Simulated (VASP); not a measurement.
A run of VASP 6.6.1 is set up as follows.

INCAR

```
SYSTEM = SiC
PREC = Accurate
ENCUT = 520
EDIFF = 1E-6
ISMEAR = 0
SIGMA = 0.01
LREAL = .FALSE.
LASPH = .TRUE.
NELM = 100
ALGO = Normal
ISIF = 2
LWAVE = .FALSE.
LCHARG = .FALSE.
GGA = CA
NBANDS = 11
```

The input KPOINTS:

```
regular mesh
0
G
  8 8 8
  0 0 0
```

The input POSCAR:

```
SiC
1.0
    0.0000000000      2.1644853731      2.1536629462
    2.1644853731      0.0000000000      2.1536629462
    2.1644853731      2.1644853731      0.0000000000
Si C
1 1
Direct
    0.0000000000      0.0000000000      0.0000000000
    0.7500000000      0.7500000000      0.7500000000
```

Potentials or basis: VASP PAW LDA potentials, release 64 (Si, C).

Launch:

```console
$ cat potpaw_LDA.64/Si/POTCAR potpaw_LDA.64/C/POTCAR > POTCAR
$ mpirun -np 1 vasp_std > vasp.out
```

**Question.** What does it give for the pressure?

**Answer.** 1.6 GPa.

**Question.** Estimate the band gap on the k mesh.

**Answer.** 1.23 eV, indirect (least direct gap 4.52 eV).

Stress tensor (GPa, compression positive):
```
1.16 0.00 0.00
0.00 1.16 0.00
0.00 0.00 2.45
```

Caveat: the cell differs from its parent crystal (z stretched by -0.5 %, x and y held). A k mesh can miss the band edges.
